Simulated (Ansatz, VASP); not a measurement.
# GaSb3 in VASP and in Ansatz

```
Ga Sb
1.0
     3.02174   -3.16845    0.00000
     3.02174    3.16845    0.00000
     0.00000    0.00000    5.64442
Ga Sb
1 3
Direct
  0.50000 0.50000 0.00000
  0.75044 0.24956 0.50000
  0.24956 0.75044 0.50000
  0.00000 0.00000 0.00000
```

Alike in both runs: functional PBE; k mesh 10 × 10 × 8; occupations gaussian, width 0.1 eV; no spin polarisation.

Ansatz relaxed the structure, and its values are those at the end. VASP's run is a single point on that final structure, the one shown.

|  | VASP | Ansatz |
| --- | --- | --- |
| version | VASP 6.6.1 | Ansatz 0.2.0 |
| potentials or method | VASP PAW PBE potentials, release 64 (Ga_d, Sb), cutoff 520 eV | scalar-relativistic, plane waves, PAW |
| valence electrons in the cell | 28 | 58 |

```tsv
	VASP	Ansatz	Ansatz less VASP
gap on the k mesh at the Fermi level (eV)	none	none	-
pressure (GPa)	0.0	0.0	+0.03
```

A gap of «none» marks a metal or a gap that the smearing closes. With one functional, cell and mesh, what is left measures potentials, basis and numerics. VASP's potentials hold 28 valence electrons a cell and Ansatz's 58, so a difference there can come from the potentials and not from the codes.

Spin-orbit coupling is off throughout.
